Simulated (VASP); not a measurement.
Set up this calculation in VASP 6.6.1, as the native input.

```
Task                   : single point
Functional             : PBE
Potentials or basis    : VASP PAW PBE potentials, release 64 (Si, Ni)
Cutoff                 : 520 eV
k mesh                 : 8 × 16 × 6
Occupations            : gaussian, width 0.1 eV
Spin                   : no spin polarisation
Dipole correction      : no
Further INCAR settings : ALGO = Fast; EDIFF = 1e-06; NBANDS = 60
```

The structure of SiNi2 lies in POSCAR:

```
SiNi2
1.0
    6.5902006025      0.0000000000      0.0000000000
    0.0000000000      2.6958668812      0.0000000000
    0.0000000000      0.0000000000      7.5264472457
Si Ni
4 8
Direct
    0.2451707088      0.7500000000      0.6269078054
    0.7548292912      0.2500000000      0.3730921946
    0.2548292912      0.2500000000      0.1269078054
    0.7451707088      0.7500000000      0.8730921946
    0.9462458399      0.7500000000      0.1459252727
    0.0537541601      0.2500000000      0.8540747273
    0.5537541601      0.2500000000      0.6459252727
    0.4462458399      0.7500000000      0.3540747273
    0.8855958307      0.7500000000      0.5986456667
    0.1144041693      0.2500000000      0.4013543333
    0.6144041693      0.2500000000      0.0986456667
    0.3855958307      0.7500000000      0.9013543333
```

These files were run (other wordings do the same):

INCAR

```
SYSTEM = SiNi2
PREC = Accurate ; ENCUT = 520
EDIFF = 1E-6 ; ISMEAR = 0
SIGMA = 0.1 ; LREAL = .False.
LASPH = .True. ; NELM = 60
ALGO = Fast ; ISIF = 2
LWAVE = .False. ; LCHARG = .False.
GGA = PE ; NBANDS = 60
```

KPOINTS

```
Automatic mesh
0
Gamma
  8 16 6
  0 0 0
```

Potentials or basis: VASP PAW PBE potentials, release 64 (Si, Ni).

Launch:

```sh
$ cat potpaw_PBE.64/Si/POTCAR potpaw_PBE.64/Ni/POTCAR > POTCAR
$ mpirun -np 1 vasp_std > vasp.out
```

It gave:

* Pressure: -1.3 GPa
* Largest force: 0.007 eV/Å
* Band gap on the k mesh: zero (bands 48 and 49 overlap by 1.52 eV)

Wall time 35 min on 1 thread of Oxide Virtual Turin-like Processor (shared host), peak memory 0.93 GiB.
